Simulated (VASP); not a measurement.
Ti2C: single point with PBEsol

Ti2C:

```
CELL_PARAMETERS angstrom
1.54070 0.88952 4.81377
-1.54070 0.88952 4.81377
0.00000 -1.77905 4.81377
ATOMIC_POSITIONS crystal
Ti 0.24550 0.24550 0.24550
Ti 0.75450 0.75450 0.75450
C 0.50000 0.50000 0.50000
```

```
Program             : VASP 6.6.1
Task                : single point
Functional          : PBEsol
Potentials or basis : VASP PAW PBE potentials, release 64 (Ti_sv, C)
Cutoff              : 520 eV
k mesh              : 6 × 6 × 6
Occupations         : gaussian, width 0.1 eV
Spin                : no spin polarisation
```

```json
{"Pressure": "-4.4 GPa", "Largest force": "0.186 eV/Å", "Band gap on the k mesh": "zero (band 14 reaches 8.82 eV, above the bottom of band 15 at 7.92 eV)"}
```

Forces in eV/Å, atoms in the order of the input:
```
Ti   0.000  0.000 -0.186
Ti   0.000  0.000  0.186
C    0.000  0.000  0.000
```

Stress tensor (GPa, compression positive):
```
-4.74  0.00  0.00
 0.00 -4.74  0.00
 0.00  0.00 -3.79
```

Levels at points of the mesh, in eV from the Fermi level:
```tsv
k point	band 12	band 13	band 14	band 15	band 16	band 17
(0.00, 0.00, 0.00)	-2.55	-2.04	0.47	0.47	0.98	1.92
(0.50, 0.00, 0.00)	-2.45	-1.29	-0.97	0.11	1.82	2.67
(0.50, 0.50, 0.00)	-2.61	-1.67	-0.89	0.86	2.46	2.85
(0.50, 0.50, 0.50)	-2.40	-0.89	0.13	0.84	0.84	1.74
```

It took 32 s on 1 thread of Intel(R) Xeon(R) Platinum 8559C (Emerald Rapids), on a shared host, peak memory 0.24 GiB.

Caveat: the k points lie up to 0.40 Å⁻¹ apart; the PAW data sets were made with another functional, which shifts forces and pressure a little.
